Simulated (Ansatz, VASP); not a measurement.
## Two plane-wave programs on Mo

File INCAR:

```
PREC = Accurate
ENCUT = 500
EDIFF = 1E-6
ISMEAR = 0
SIGMA = 0.15
LREAL = False
LASPH = True
NELM = 120
ALGO = Normal
ISIF = 2
LWAVE = False
LCHARG = False
GGA = PS
NBANDS = 13
GGA_COMPAT = False
```

The input KPOINTS:

```
Automatic mesh
0
Gamma
  22 22 22
```

The input POSCAR:

```
Mo
1.0
   -1.6181300000      1.6181300000      1.5710000000
    1.6181300000     -1.6181300000      1.5710000000
    1.6181300000      1.6181300000     -1.5710000000
Mo
1
Direct
    0.0000000000      0.0000000000      0.0000000000
```

Input for Ansatz:

```yaml
crystal:
  lattice:
    - [-1.61813, 1.61813, 1.571]
    - [1.61813, -1.61813, 1.571]
    - [1.61813, 1.61813, -1.571]
  atoms:
    - { symbol: Mo, position: [0.0, 0.0, 0.0] }
basis:
  ecutwfc: 420
kpoints:
  mp_grid: { grid: [22, 22, 22] }
hamiltonian:
  xc: pbesol
scf:
  occupations: { method: gaussian, width: 0.15 }
output:
  forces: true
  stress: true
  eigenvalues: true
```

Change from the starting cell: strain +0.030 along x and y, +0.000 along z, atoms carried along.

Alike in both runs: task single point; functional PBEsol; k mesh 22 × 22 × 22; occupations gaussian, width 0.15 eV; no spin polarisation.

|  | VASP | Ansatz |
| --- | --- | --- |
| version | VASP 6.6.1 | Ansatz 0.2.0 |
| potentials or method | VASP PAW PBE potentials, release 64 (Mo_sv), cutoff 500 eV | scalar-relativistic, plane waves, PAW |
| valence electrons in the cell | 14 | 14 |

Ansatz gave:

- gap on the k mesh at the Fermi level (eV): none
- pressure (GPa): -17.0
- traceless stress, the component that is largest in VASP (GPa): 5.39

Task: Which values does VASP return?

Result: gap on the k mesh at the Fermi level (eV): none; pressure (GPa): -16.5; traceless stress, the component that is largest in VASP (GPa): 5.39.

VASP's potentials were made for PBE, not for PBEsol. A gap of «none» marks a metal or a gap that the smearing closes. With one functional, cell and mesh, what is left measures potentials, basis and numerics.
